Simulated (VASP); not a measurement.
# Sr (P6_3/mmc) in VASP: further runs, part 3 of 3

VASP 6.6.1.

**5. Single point, PBEsol (strain -0.015 along x and y, -0.030 along z)**

The input, INCAR:

```
SYSTEM = Sr
PREC     = Accurate       ! precision mode
ENCUT    = 520            ! plane-wave cutoff, eV
EDIFF    = 1E-6           ! SCF threshold, eV
ISMEAR   = 0              ! smearing method
SIGMA    = 0.15           ! smearing width, eV
LREAL    = .FALSE.        ! projectors in reciprocal space
LASPH    = .TRUE.         ! aspherical terms in the spheres
NELM     = 100            ! most SCF steps
ALGO     = Fast           ! electronic algorithm
ISIF     = 2              ! what is computed and relaxed
LWAVE    = .FALSE.        ! write WAVECAR
LCHARG   = .FALSE.        ! write CHGCAR
GGA      = PS             ! functional
NBANDS   = 17             ! bands
```

The input, KPOINTS:

```
Automatic mesh
0
G
  15 15 8
  0 0 0
```

The input, POSCAR:

```
Sr
1.0
    4.2453502174      0.0000000000      0.0000000000
   -2.1226751087      3.6765811362      0.0000000000
    0.0000000000      0.0000000000      6.8385000000
Sr
2
Direct
    0.3333333333      0.6666666667      0.2500000000
    0.6666666667      0.3333333333      0.7500000000
```

Potentials or basis: VASP PAW PBE potentials, release 64 (Sr_sv).

The run is started by

```sh
$ cat potpaw_PBE.64/Sr_sv/POTCAR > POTCAR
$ mpirun -np 1 vasp_std > vasp.out
```

OUTCAR:

```text
SYSTEM = Sr
   PREC = Accurate
   ENCUT = 520
   EDIFF = 1E-6
   ISMEAR = 0
   LREAL = .FALSE.
   LASPH = .TRUE.
   NELM = 100
   ISIF = 2
   GGA = PS

 ion  position               nearest neighbor table
   1  0.333  0.667  0.250-   2 4.21   2 4.21   2 4.21   2 4.21   2 4.21   2 4.21
   2  0.667  0.333  0.750-   1 4.21   1 4.21   1 4.21   1 4.21   1 4.21   1 4.21

  LATTYP: Found a hexagonal cell.
 ALAT       =     4.2453502174
 C/A-ratio  =     1.6108211690

  Lattice vectors:

 A1 = (   4.2453502174,   0.0000000000,   0.0000000000)
 A2 = (  -2.1226751087,   3.6765811362,   0.0000000000)
 A3 = (   0.0000000000,   0.0000000000,   6.8385000000)

Analysis of symmetry for initial positions (statically):
=====================================================================
 Subroutine PRICEL returns:
 Original cell was already a primitive cell.

 Routine SETGRP: Setting up the symmetry group for a
 hexagonal supercell.

 Subroutine GETGRP returns: Found 24 space group operations
 (whereof 12 operations were pure point group operations)
 out of a pool of 24 trial point group operations.

The static configuration has the point symmetry D_3d.
 The point group associated with its full space group is D_6h.

Analysis of symmetry for dynamics (positions and initial velocities):
=====================================================================
 Subroutine PRICEL returns:
 Original cell was already a primitive cell.

 Routine SETGRP: Setting up the symmetry group for a
 hexagonal supercell.

 Subroutine GETGRP returns: Found 24 space group operations
 (whereof 12 operations were pure point group operations)
 out of a pool of 24 trial point group operations.

The dynamic configuration has the point symmetry D_3d.
 The point group associated with its full space group is D_6h.

 Subroutine INISYM returns: Found 24 space group operations
 (whereof 12 operations are pure point group operations),
 and found     1 'primitive' translations
[... 112 lines left out ...]
   IALGO  =     68    algorithm
   IMIX   =      4    mixing-type and parameters
     AMIX     =   0.40;   BMIX     =  1.00
     AMIX_MAG =   1.60;   BMIX_MAG =  1.00
  volume/ion in A,a.u.               =      53.37       360.15
  Fermi-wavevector in a.u.,A,eV,Ry     =   0.936797  1.770289 11.940309  0.877588
  Thomas-Fermi vector in A             =   2.063843
   LORBIT       =      0    0 simple, 1 ext, 2 COOP (PROOUT), +10 PAW based schemes
   GGA     = PS    functional components
   LHFCALC =     F    Hartree Fock is set to
   AEXX    =    0.0000 exact exchange contribution
   IVDW    =     0    specifies the selected vdW correction
   LEPSILON=     F    determine dielectric tensor
   LRPA    =     F    only Hartree local field effects (RPA)
 non-spin polarized calculation
 RMM-DIIS sequential band-by-band and
 Gauss-broadening in eV      SIGMA  =   0.15
  energy-cutoff  :      520.00
  volume of cell :      106.74
 maximum number of plane-waves:      2910
 NGX is ok and might be reduce to    32
   NGX = 15   NGY = 15   NGZ = 25

 number of electron      20.0000000 magnetization

 Free energy of the ion-electron system (eV)
  ---------------------------------------------------
  ext. energy  EPLUGINS =         0.00000000
  ---------------------------------------------------
  free energy    TOTEN  =        -3.68142334 eV

  energy without entropy =       -3.65380689  energy(sigma->0) =       -3.66761511

 E-fermi :   1.6209     XC(G=0):  -7.5249

 val. band max:        1.6203330233   @ k =   0.3333   0.0000   0.0000
 cond. band min:       1.6316982760   @ k =   0.3333   0.3333   0.3750
 fundamental gap:      0.0113652527
 Fermi energy:         1.6208938720

 k-point     1 :       0.0000    0.0000    0.0000
  band No.  band energies     occupation
      1     -34.8739      2.00000
      2     -34.8566      2.00000
      3     -16.9958      2.00000
      4     -16.8042      2.00000
      5     -16.8042      2.00000
      6     -16.7715      2.00000
[... 457 lines left out ...]
      4     -16.9139      2.00000
      5     -16.8827      2.00000
      6     -16.8809      2.00000
[... 9 lines left out ...]
     16       5.4021      0.00000
     17       5.7636      0.00000

 [... further k-points ...]

------------------------ aborting loop because EDIFF is reached ----------------------------------------

  FORCE on cell =-STRESS in cart. coord.  units (eV):
  Direction    XX          YY          ZZ          XY          YZ          ZX
  --------------------------------------------------------------------------------------
  -------------------------------------------------------------------------------------
  Total       -0.2306418     -0.2306418      0.0369368      0.0000000     -0.0000000      0.0000000
  in kB       -3.4620242     -3.4620242      0.5544360      0.0000000     -0.0000000      0.0000000
  external PRESSURE =      -2.1232042 kB  Pullay stress =       0.0000000 kB

 VOLUME and BASIS-vectors are now :
 -----------------------------------------------------------------------------
  energy-cutoff  :      520.00
  volume of cell :      106.74
      direct lattice vectors                 reciprocal lattice vectors
     4.245350217  0.000000000  0.000000000     0.235551827  0.135995911  0.000000000
    -2.122675109  3.676581136  0.000000000     0.000000000  0.271991821  0.000000000
     0.000000000  0.000000000  6.838500000     0.000000000  0.000000000  0.146230899

 POSITION                                       TOTAL-FORCE (eV/Angst)
 -----------------------------------------------------------------------------------
     -0.00000      2.45105      1.70962        -0.000000      0.000000      0.000000
      2.12268      1.22553      5.12887         0.000000     -0.000000      0.000000
 -----------------------------------------------------------------------------------
    total drift:                               -0.000000      0.000000     -0.000000

  FREE ENERGIE OF THE ION-ELECTRON SYSTEM (eV)
  ---------------------------------------------------
  free  energy   TOTEN  =        -3.6814233356 eV

  energy  without entropy=       -3.6538068897  energy(sigma->0) =       -3.66761511
```

stdout:

```text
POSCAR found type information on POSCAR Sr
 POSCAR found :  1 types and       2 ions
 scaLAPACK will be used
 -----------------------------------------------------------------------------
|                                                                             |
|                                                                             |
|     You enforced a specific xc type in the INCAR file but a different       |
|     I HOPE YOU KNOW WHAT YOU ARE DOING!                                     |
|                                                                             |
 -----------------------------------------------------------------------------

 LDA part: xc-table for (Slater+PW92), standard interpolation
 POSCAR, INCAR and KPOINTS ok, starting setup
 FFT: planning ... GRIDC
 FFT: planning ... GRID_SOFT
 FFT: planning ... GRID
 WAVECAR not read
 entering main loop
WARNING in EDDRMM: call to ZHEGV failed, returncode =   8  4     10
WARNING in EDDRMM: call to ZHEGV failed, returncode =   8  4     10
WARNING in EDDRMM: call to ZHEGV failed, returncode =   8  4     11
WARNING in EDDRMM: call to ZHEGV failed, returncode =   8  4     11
```

Wall time 84 s (1 thread of Intel Xeon 6975P-C (Granite Rapids), shared host); peak memory 0.36 GiB.

What came out:

```yaml
Free_energy: -3.6814 eV
Pressure: -0.2 GPa
Band_gap_on_the_k_mesh: zero (bands 10 and 11 overlap by 0.24 eV)
```

Levels at points of the mesh, in eV from the Fermi level:
```tsv
k point	band 8	band 9	band 10	band 11	band 12	band 13
(0.00, 0.00, 0.00)	-18.39	-3.73	-1.15	0.14	2.28	2.28
(0.00, 0.00, 0.50)	-18.41	-2.74	-2.74	1.31	1.31	2.27
```

Caveat: the cell differs from its parent crystal (strain -0.015 along x and y, -0.030 along z); the PAW data sets were made with another functional, which shifts forces and pressure a little.

**6. Single point, PBEsol (strain -0.030 along x and y, +0.015 along z)**

The input, INCAR:

```
PREC     = Accurate       # precision mode
ENCUT    = 520            # plane-wave cutoff, eV
EDIFF    = 1E-7           # SCF threshold, eV
ISMEAR   = 0              # smearing method
SIGMA    = 0.15           # smearing width, eV
LREAL    = False          # projectors in reciprocal space
LASPH    = True           # aspherical terms in the spheres
NELM     = 80             # most SCF steps
ALGO     = Fast           # electronic algorithm
ISIF     = 2              # what is computed and relaxed
LWAVE    = False          # write WAVECAR
LCHARG   = True           # write CHGCAR
GGA      = PS             # functional
LELF     = True           # ELF
LVHAR    = True         
NBANDS   = 17             # bands
```

The input, KPOINTS:

```
Automatic mesh
0
Gamma
  15 15 8
```

The input, POSCAR:

```
Sr
1.0
    4.1807002141      0.0000000000      0.0000000000
   -2.0903501071      3.6205925910      0.0000000000
    0.0000000000      0.0000000000      7.1557500000
Sr
2
Direct
    0.3333333333      0.6666666667      0.2500000000
    0.6666666667      0.3333333333      0.7500000000
```

Potentials or basis: VASP PAW PBE potentials, release 64 (Sr_sv).

The run is started by

```sh
$ cat potpaw_PBE.64/Sr_sv/POTCAR > POTCAR
$ mpirun -np 1 vasp_std > vasp.out
```

Run time: 1.9 min. Hardware: 1 thread of Intel Xeon 6975P-C (Granite Rapids), shared host; peak memory 0.37 GiB.

It converged, with:

```
Free energy            : -3.6714 eV
Pressure               : -0.4 GPa
Band gap on the k mesh : zero (bands 10 and 11 overlap by 0.29 eV)
```

Stress tensor (GPa, compression positive):
```
-0.05  0.00  0.00
 0.00 -0.05  0.00
 0.00  0.00 -1.00
```

Levels at points of the mesh, in eV from the Fermi level:
```
           k point  band 8  band 9  band 10  band 11  band 12  band 13
(0.00, 0.00, 0.00)  -18.40   -3.68    -1.29    -0.07     2.08     2.37
(0.00, 0.00, 0.50)  -18.41   -2.79    -2.79     1.12     1.12     2.39
```

Caveat: the cell differs from its parent crystal (strain -0.030 along x and y, +0.015 along z); the PAW data sets were made with another functional, which shifts forces and pressure a little.

**7. Overview**

```tsv
cell	further INCAR settings	gap on the mesh (eV)	pressure (GPa)
a = 4.181, b = 4.181, c = 6.838 Å, angles 90.0, 90.0, 120.0°, 2 atoms	ALGO = Fast; EDIFF = 1e-06; NBANDS = 17	none	0.2
a = 4.181, b = 4.181, c = 6.944 Å, angles 90.0, 90.0, 120.0°, 2 atoms	ALGO = Fast; EDIFF = 1e-06; NBANDS = 17	none	0.0
a = 4.181, b = 4.181, c = 7.050 Å, angles 90.0, 90.0, 120.0°, 2 atoms	ALGO = Fast; EDIFF = 1e-07; NBANDS = 17	none	-0.2
a = 4.245, b = 4.245, c = 6.838 Å, angles 90.0, 90.0, 120.0°, 2 atoms	ALGO = Fast; EDIFF = 1e-06; NBANDS = 17	none	-0.2
a = 4.181, b = 4.181, c = 7.156 Å, angles 90.0, 90.0, 120.0°, 2 atoms	ALGO = Fast; EDIFF = 1e-07; NBANDS = 17	none	-0.4
```

Alike in all rows: task single point; level PBEsol; potentials or basis VASP PAW PBE potentials, release 64 (Sr_sv); no spin polarisation; k mesh 15 × 15 × 8; cutoff (eV) 520; smearing gaussian 0.15 eV.

Caveats: the PAW data sets were made with another functional, which shifts forces and pressure a little.

Absolute energies hang on the potentials; compare differences alone.
